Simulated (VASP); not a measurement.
# B2W (P6/mmm) in VASP: a series of runs, part 2 of 2

VASP 6.6.1. Earlier steps stand in the parts before.

## Step 3: Relaxation of cell and atoms, LDA

INCAR

```
SYSTEM = B2W
ALGO = Normal
EDIFF = 1E-7
EDIFFG = -0.005
ENCUT = 600
GGA = CA
IBRION = 2
ISIF = 3
ISMEAR = 0
LASPH = .TRUE.
LCHARG = .FALSE.
LREAL = .FALSE.
LWAVE = .FALSE.
NELM = 60
NSW = 100
PREC = Accurate
SIGMA = 0.1
```

KPOINTS

```
k-points
0
G
  18 18 12
  0 0 0
```

POSCAR

```
B2W
1.0
    2.9835855689      0.0000000000      0.0000000000
   -1.4917927845      2.5838608970      0.0000000000
    0.0000000000      0.0000000000      3.3181801608
B W
2 1
Direct
    0.3333333333      0.6666666667      0.5000000000
    0.6666666667      0.3333333333      0.5000000000
    0.0000000000      0.0000000000      0.0000000000
```

Potentials or basis: VASP PAW LDA potentials, release 64 (B, W_sv).

Command:

```
$ cat potpaw_LDA.64/B/POTCAR potpaw_LDA.64/W_sv/POTCAR > POTCAR
$ mpirun -np 1 vasp_std > vasp.out
```

OUTCAR:

```text
SYSTEM = B2W
   EDIFF = 1E-7
   EDIFFG = -0.005
   ENCUT = 600
   GGA = CA
   IBRION = 2
   ISIF = 3
   ISMEAR = 0
   LASPH = .TRUE.
   LREAL = .FALSE.
   NELM = 60
   NSW = 100
   PREC = Accurate

 ion  position               nearest neighbor table
   1  0.333  0.667  0.500-   2 1.72   2 1.72   2 1.72   3 2.39   3 2.39   3 2.39   3 2.39   3 2.39
                             3 2.39
   2  0.667  0.333  0.500-   1 1.72   1 1.72   1 1.72   3 2.39   3 2.39   3 2.39   3 2.39   3 2.39
                             3 2.39
   3  0.000  0.000  0.000-   1 2.39   2 2.39   1 2.39   2 2.39   1 2.39   1 2.39   2 2.39   2 2.39
                             2 2.39   2 2.39   1 2.39   1 2.39

  LATTYP: Found a hexagonal cell.
 ALAT       =     2.9835855689
 C/A-ratio  =     1.1121451301

  Lattice vectors:

 A1 = (   2.9835855689,   0.0000000000,   0.0000000000)
 A2 = (  -1.4917927845,   2.5838608970,   0.0000000000)
 A3 = (   0.0000000000,   0.0000000000,   3.3181801608)

Analysis of symmetry for initial positions (statically):
=====================================================================
 Subroutine PRICEL returns:
 Original cell was already a primitive cell.

 Routine SETGRP: Setting up the symmetry group for a
 hexagonal supercell.

 Subroutine GETGRP returns: Found 24 space group operations
 (whereof 24 operations were pure point group operations)
 out of a pool of 24 trial point group operations.

The static configuration has the point symmetry D_6h.

Analysis of symmetry for dynamics (positions and initial velocities):
=====================================================================
 Subroutine PRICEL returns:
 Original cell was already a primitive cell.

 Routine SETGRP: Setting up the symmetry group for a
 hexagonal supercell.

 Subroutine GETGRP returns: Found 24 space group operations
 (whereof 24 operations were pure point group operations)
 out of a pool of 24 trial point group operations.

The dynamic configuration has the point symmetry D_6h.

 Subroutine INISYM returns: Found 24 space group operations
 (whereof 24 operations are pure point group operations),
 and found     1 'primitive' translations

----------------------------------------------------------------------------------------

                                     Primitive cell

  volume of cell :      25.5804

  direct lattice vectors                    reciprocal lattice vectors
     2.983585569  0.000000000  0.000000000     0.335167193  0.193508869  0.000000000
    -1.491792785  2.583860897  0.000000000     0.000000000  0.387017738  0.000000000
     0.000000000  0.000000000  3.318180161     0.000000000  0.000000000  0.301370014

  length of vectors
     2.983585569  2.983585569  3.318180161     0.387017738  0.387017738  0.301370014

  position of ions in fractional coordinates (direct lattice)
     0.333333333  0.666666667  0.500000000
     0.666666667  0.333333333  0.500000000
     0.000000000  0.000000000  0.000000000

  ion indices of the primitive-cell ions
   primitive index   ion index
                 1           1
                 2           2
                 3           3

----------------------------------------------------------------------------------------

 KPOINTS: k-points

Automatic generation of k-mesh.
 Grid dimensions read from file:
[... 60 lines left out ...]
   LNONCOLLINEAR =      F non collinear calculations
   LSORBIT =      F    spin-orbit coupling
   LASPH  =      T    aspherical Exc in radial PAW
   ENCUT  =  600.0 eV  44.10 Ry    6.64 a.u.   5.96  5.96  6.63*2*pi/ulx,y,z
   NELM   =     60;   NELMIN=  2; NELMDL= -5     # of ELM steps
   EDIFF  = 0.1E-06   stopping-criterion for ELM
   LREAL  =      F    real-space projection
   EDIFFG = -.5E-02   stopping-criterion for IOM
   NSW    =    100    number of steps for IOM
   IBRION =      2    ionic relax: 0-MD 1-quasi-New 2-CG
   NFREE  =      1    steps in history (QN), initial steepest desc. (CG)
   ISIF   =      3    stress and relaxation
   ISYM   =      2    0-nonsym 1-usesym 2-fastsym
   POTIM  = 0.5000    time-step for ionic-motion
   TEBEG  =    0.0;   TEEND  =   0.0 temperature during run
   PSTRESS=    0.0 pullay stress
   NELECT =      20.0000    total number of electrons
   NUPDOWN=      -1.0000    fix difference up-down
   EMIN   =  10.00;   EMAX   =-10.00  energy-range for DOS
   EFERMI =   0.00;   METHOD = LEGACY
   ISMEAR =     0;   SIGMA  =   0.10  broadening in eV -4-tet -1-fermi 0-gaus
   EFERMI_NEDOS =   21; number of points for ismear=-14 and -15
   IALGO  =     38    algorithm
   IMIX   =      4    mixing-type and parameters
     AMIX     =   0.40;   BMIX     =  1.00
     AMIX_MAG =   1.60;   BMIX_MAG =  1.00
  volume/ion in A,a.u.               =       8.53        57.54
  Fermi-wavevector in a.u.,A,eV,Ry     =   1.508165  2.850019 30.947306  2.274563
  Thomas-Fermi vector in A             =   2.618656
   LORBIT       =      0    0 simple, 1 ext, 2 COOP (PROOUT), +10 PAW based schemes
   GGA     = CA    functional components
   LHFCALC =     F    Hartree Fock is set to
   AEXX    =    0.0000 exact exchange contribution
   IVDW    =     0    specifies the selected vdW correction
   LEPSILON=     F    determine dielectric tensor
   LRPA    =     F    only Hartree local field effects (RPA)
 conjugate gradient relaxation of ions
 non-spin polarized calculation
 Gauss-broadening in eV      SIGMA  =   0.10
  energy-cutoff  :      600.00
  volume of cell :       25.58
 maximum number of plane-waves:       871
 NGX is ok and might be reduce to    24
   NGX = 11   NGY = 11   NGZ = 13

--------------------------------------- Ionic step        1  -------------------------------------------

 number of electron      19.9999999 magnetization

 Free energy of the ion-electron system (eV)
  ---------------------------------------------------
  ext. energy  EPLUGINS =         0.00000000
  ---------------------------------------------------
  free energy    TOTEN  =       -29.45291543 eV

  energy without entropy =      -29.44604709  energy(sigma->0) =      -29.44948126

------------------------ aborting loop because EDIFF is reached ----------------------------------------

  FORCE on cell =-STRESS in cart. coord.  units (eV):
  Direction    XX          YY          ZZ          XY          YZ          ZX
  --------------------------------------------------------------------------------------
  -------------------------------------------------------------------------------------
  Total        0.2708894      0.2708894      0.0840940     -0.0000000     -0.0000000      0.0000000
  in kB       16.9666077     16.9666077      5.2670599     -0.0000000     -0.0000000      0.0000000
  external PRESSURE =      13.0667584 kB  Pullay stress =       0.0000000 kB
[... 135 lines left out ...]
--------------------------------------- Ionic step        5  -------------------------------------------

 number of electron      19.9999998 magnetization

 Free energy of the ion-electron system (eV)
  ---------------------------------------------------
  ext. energy  EPLUGINS =         0.00000000
  ---------------------------------------------------
  free energy    TOTEN  =       -29.45354795 eV

  energy without entropy =      -29.44673990  energy(sigma->0) =      -29.45014393

 E-fermi :  12.4772     XC(G=0): -13.8239

 val. band max:       12.4739797494   @ k =   0.2222   0.0000   0.0000
 cond. band min:      12.4855123355   @ k =   0.2222   0.1667   0.0833
 fundamental gap:      0.0115325862
 Fermi energy:        12.4772095959

 k-point     1 :       0.0000    0.0000    0.0000
  band No.  band energies     occupation
      1     -62.1141      2.00000
      2     -26.7374      2.00000
      3     -26.3546      2.00000
      4     -26.3546      2.00000
      5      -3.4242      2.00000
      6       6.6741      2.00000
      7       7.4502      2.00000
      8       7.4502      2.00000
      9       8.1146      2.00000
     10      12.9633      0.00000
     11      12.9633      0.00000
     12      14.9172      0.00000
     13      14.9172      0.00000
     14      16.7359      0.00000
[... 377 lines left out ...]
      1     -62.0729      2.00000
      2     -26.9414      2.00000
      3     -26.6344      2.00000
      4     -26.5458      2.00000
      5       0.3809      2.00000
      6       2.3798      2.00000
      7       5.7959      2.00000
      8       6.1179      2.00000
      9       8.6512      2.00000
     10      10.4895      2.00000
     11      13.4025      0.00000
     12      15.1783      0.00000
     13      15.4914      0.00000
     14      18.6014      0.00000

 [... further k-points ...]

------------------------ aborting loop because EDIFF is reached ----------------------------------------

  FORCE on cell =-STRESS in cart. coord.  units (eV):
  Direction    XX          YY          ZZ          XY          YZ          ZX
  --------------------------------------------------------------------------------------
  -------------------------------------------------------------------------------------
  Total       -0.0006172     -0.0006172     -0.0017043      0.0000000     -0.0000000      0.0000000
  in kB       -0.0385263     -0.0385263     -0.1063904      0.0000000     -0.0000000      0.0000000
  external PRESSURE =      -0.0611477 kB  Pullay stress =       0.0000000 kB
[... 18 lines left out ...]
  FREE ENERGIE OF THE ION-ELECTRON SYSTEM (eV)
  ---------------------------------------------------
  free  energy   TOTEN  =       -29.4535479543 eV

  energy  without entropy=      -29.4467398985  energy(sigma->0) =      -29.45014393

 reached required accuracy - stopping structural energy minimisation
```

OSZICAR:

```text
N       E                     dE             d eps       ncg     rms          rms(c)
DAV:   1     0.125070867727E+03    0.12507E+03   -0.11624E+04  7252   0.171E+03
DAV:   2    -0.287689516506E+02   -0.15384E+03   -0.15073E+03  8038   0.413E+02
DAV:   3    -0.333104667154E+02   -0.45415E+01   -0.43829E+01  9640   0.615E+01
[... 41 lines left out ...]
DAV:   2    -0.294535858273E+02    0.15898E-03   -0.43205E-04  7846   0.182E-01    0.397E-02
DAV:   3    -0.294535488253E+02    0.37002E-04   -0.91211E-05  8800   0.704E-02    0.996E-03
DAV:   4    -0.294535481025E+02    0.72282E-06   -0.29797E-06  8196   0.161E-02    0.380E-03
DAV:   5    -0.294535479630E+02    0.13950E-06   -0.31704E-07  7636   0.505E-03    0.188E-03
DAV:   6    -0.294535479543E+02    0.87157E-08   -0.29185E-08  3722   0.161E-03
   5 F= -.29453548E+02 E0= -.29450144E+02  d E =-.144412E-03
```

CONTCAR:

```text
B2W
   1.00000000000000
     2.9914701901954044   -0.0000000000001528   -0.0000000000000000
    -1.4957350951479669    2.5906891793408620    0.0000000000000000
    -0.0000000000000000   -0.0000000000000000    3.3117833361039639
  B               W
     2     1
Direct
     0.3333333332999970    0.6666666667000030    0.5000000000000000
     0.6666666667000030    0.3333333332999970    0.5000000000000000
     0.0000000000000000    0.0000000000000000    0.0000000000000000

  0.00000000E+00  0.00000000E+00  0.00000000E+00
  0.00000000E+00  0.00000000E+00  0.00000000E+00
  0.00000000E+00  0.00000000E+00  0.00000000E+00
```

It took 7.4 min on 1 thread of AMD EPYC 7R13, shared host; peak memory 0.21 GiB.

Results:

```yaml
Free_energy: -29.4535 eV
Relaxed_volume: 8.56 Å³/atom
Relaxed_cell: a = 2.991 Å, b = 2.991 Å, c = 3.312 Å, α = 90.00°, β = 90.00°, γ = 120.00°
Space_group_after_relaxing_to_0.1_Å: P6/mmm (No. 191)
Energy_gained_by_relaxing: 0.2 meV/atom
Ionic_steps: 5
Pressure_after_relaxing: 0.0 GPa
Band_gap_on_the_k_mesh: zero (bands 10 and 11 overlap by 3.54 eV)
```

Step by step:
```csv
step,energy change (eV),largest force (eV/Å),pressure (GPa),volume (Å³)
1,0.0000,0.0000,1.31,25.58
2,0.0006,0.0000,-2.31,25.84
3,-0.0005,0.0000,-0.15,25.68
4,-0.0006,0.0000,-0.07,25.67
5,-0.0006,0.0000,-0.01,25.67
```

Final structure:
```yaml
crystal:
  lattice:
    - [2.99147, 0.00000, 0.00000]
    - [-1.49574, 2.59069, 0.00000]
    - [0.00000, 0.00000, 3.31178]
  atoms:
    - { symbol: B, position: [0.33333, 0.66667, 0.50000] }
    - { symbol: B, position: [0.66667, 0.33333, 0.50000] }
    - { symbol: W, position: [0.00000, 0.00000, 0.00000] }
```

Levels at points of the mesh, in eV from the Fermi level:
| k point | band 6 | band 7 | band 8 | band 9 | band 10 | band 11 | band 12 | band 13 | band 14 |
| --- | --- | --- | --- | --- | --- | --- | --- | --- | --- |
| (0.00, 0.00, 0.00) | -5.80 | -5.03 | -5.03 | -4.36 | 0.49 | 0.49 | 2.44 | 2.44 | 4.26 |
| (0.50, 0.00, 0.00) | -10.61 | -6.57 | -5.63 | -4.88 | -0.60 | 1.18 | 2.22 | 2.90 | 5.29 |
| (0.00, 0.00, 0.50) | -10.83 | -2.39 | -2.39 | -2.27 | -2.27 | -2.23 | -2.23 | -0.80 | 4.53 |
| (0.50, 0.00, 0.50) | -9.16 | -7.30 | -7.04 | -4.51 | 0.94 | 2.55 | 3.67 | 4.65 | 4.68 |

Caveat: spin-orbit coupling is left out, which moves the levels of the heavy elements.
